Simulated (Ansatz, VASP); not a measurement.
# CuI: VASP beside Ansatz

```
CELL_PARAMETERS angstrom
3.66139 0.00000 0.00000
0.00000 3.66139 0.00000
0.00000 0.00000 3.66139
ATOMIC_POSITIONS crystal
Cu 0.00000 0.00000 0.00000
I 0.50000 0.50000 0.50000
```

Alike in both runs: task single point; functional LDA; k mesh 8 × 8 × 8; occupations fermi-dirac, width 0.02 eV; no spin polarisation.

|  | VASP | Ansatz |
| --- | --- | --- |
| version | VASP 6.6.1 | Ansatz 0.2.0 |
| potentials or method | VASP PAW LDA potentials, release 64 (Cu, I) | plane waves, PAW |
| plane-wave cutoff (eV) | 520 | 420 |
| valence electrons in the cell | 18 | 36 |

VASP gave:

```
pressure (GPa) : -5.2
```

**Question.** What did Ansatz give for the same quantities?

**Answer.** Pressure (GPa): -5.3.

LDA's correlation is that of Perdew and Zunger in VASP and of Perdew and Wang (1992) in Ansatz. VASP's potentials hold 18 valence electrons a cell and Ansatz's 36, so a difference there can come from the potentials and not from the codes.

Spin-orbit coupling is off throughout.
